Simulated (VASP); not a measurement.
SrO, 4 atoms in the cell. It takes space group P6_3/mmc (No. 194, hexagonal). The conventional cell has a = 4.332 Å, b = 4.332 Å, c = 5.235 Å, α = 90.00°, β = 90.00°, γ = 120.00°. Sr (site symmetry -6m2) has 5 O at 2.50 to 2.62 Å within 3.3 Å. O (site symmetry -6m2) has 5 Sr at 2.50 to 2.62 Å within 3.3 Å. 

| Item | Value |
| --- | --- |
| Program | VASP 6.6.1 |
| Task | single point |
| Functional | PBE |
| Potentials or basis | VASP PAW PBE potentials, release 64 (Sr_sv, O) |
| Cutoff | 520 eV |
| k mesh | 6 × 6 × 4 |
| Occupations | gaussian, width 0.01 eV |
| Spin | no spin polarisation |
| Dipole correction | no |
| Further INCAR settings | ALGO = Normal; EDIFF = 1e-07; NBANDS = 24 |

Potentials or basis: VASP PAW PBE potentials, release 64 (Sr_sv, O).

Command:

```sh
$ cat potpaw_PBE.64/Sr_sv/POTCAR potpaw_PBE.64/O/POTCAR > POTCAR
$ mpirun -np 1 vasp_std > vasp.out
```

Hardware: 1 thread of Intel Xeon 8259CL, on a shared host.

Task: How long does it take, and how much memory?

Result: It took 68 s on 1 thread of Intel Xeon 8259CL, on a shared host, peak memory 0.21 GiB. Counts: scf iterations 16, k points 21.
